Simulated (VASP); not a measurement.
A run of VASP 6.6.1 is set up as follows.

Contents of INCAR:

```
PREC = Accurate ; ENCUT = 600
EDIFF = 1E-6 ; ISMEAR = 0
SIGMA = 0.1 ; LREAL = False
LASPH = True ; NELM = 100
ALGO = Normal ; ISIF = 3
LWAVE = False ; LCHARG = False
GGA = PE ; IBRION = 2
NSW = 100 ; EDIFFG = -0.005
```

KPOINTS

```
regular mesh
0
Gamma
  16 16 16
```

The input POSCAR:

```
Ti3B
1.0
   -1.8917714019      1.8917714019      4.0415716984
    1.8917714019     -1.8917714019      4.0415716984
    1.8917714019      1.8917714019     -4.0415716984
Ti B
3 1
Direct
    0.7500000000      0.2500000000      0.5000000000
    0.2500000000      0.7500000000      0.5000000000
    0.5000000000      0.5000000000      0.0000000000
    0.0000000000      0.0000000000      0.0000000000
```

Potentials or basis: VASP PAW PBE potentials, release 64 (Ti_sv, B).

Run with:

```console
$ cat potpaw_PBE.64/Ti_sv/POTCAR potpaw_PBE.64/B/POTCAR > POTCAR
$ mpirun -np 1 vasp_std > vasp.out
```

Question: Estimate the relaxed cell.

Answer: a = 4.838 Å, b = 4.838 Å, c = 4.838 Å, α = 135.60°, β = 135.60°, γ = 64.60°.

Question: What does it give for the relaxed volume?

Answer: 13.66 Å³/atom.

Question: Predict the space group after relaxing (to 0.05 Å).

Answer: I4/mmm (No. 139).

Stress tensor (GPa, compression positive):
```
-0.04  0.00  0.00
 0.00 -0.04  0.00
 0.00  0.00  0.04
```
